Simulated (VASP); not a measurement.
Input of a VASP 6.6.1 run:

Contents of INCAR:

```
SYSTEM = GeS
  PREC = Accurate
  ENCUT = 500
  EDIFF = 1E-6
  ISMEAR = 0
  SIGMA = 0.02
  LREAL = .False.
  LASPH = .True.
  NELM = 120
  ALGO = Normal
  ISIF = 2
  LWAVE = .False.
  LCHARG = .False.
  GGA = PS
  NBANDS = 50
  GGA_COMPAT = .False.
```

The input KPOINTS:

```
regular mesh
0
Gamma
  4 8 6
  0 0 0
```

File POSCAR:

```
GeS
1.0
   10.2981439414      0.0000000000      0.0000000000
    0.0000000000      3.6631586678      0.0000000000
    0.0000000000      0.0000000000      4.1493497000
Ge S
4 4
Direct
    0.8806427324      0.2500000000      0.3799849095
    0.1193572676      0.7500000000      0.6200150905
    0.6193572676      0.7500000000      0.8799849095
    0.3806427324      0.2500000000      0.1200150905
    0.6476750616      0.2500000000      0.4947373530
    0.3523249384      0.7500000000      0.5052626470
    0.8523249384      0.7500000000     -0.0052626470
    0.1476750616      0.2500000000      1.0052626470
```

Potentials or basis: VASP PAW PBE potentials, release 64 (Ge_d, S).

Command:

```bash
$ cat potpaw_PBE.64/Ge_d/POTCAR potpaw_PBE.64/S/POTCAR > POTCAR
$ mpirun -np 1 vasp_std > vasp.out
```

Q: Predict the band gap on the k mesh.

A: 0.82 eV, indirect (least direct gap 1.05 eV).

Q: Predict the pressure.

A: -0.1 GPa.

Forces on the atoms (eV/Å):
```
Ge  -0.001  0.000  0.004
Ge   0.001  0.000 -0.004
Ge   0.001  0.000  0.004
Ge  -0.001  0.000 -0.004
S    0.000  0.000 -0.001
S    0.000  0.000  0.001
S    0.000  0.000 -0.001
S    0.000  0.000  0.001
```

Caveat: the PAW data sets were made with another functional, which shifts forces and pressure a little. A k mesh can miss the band edges.
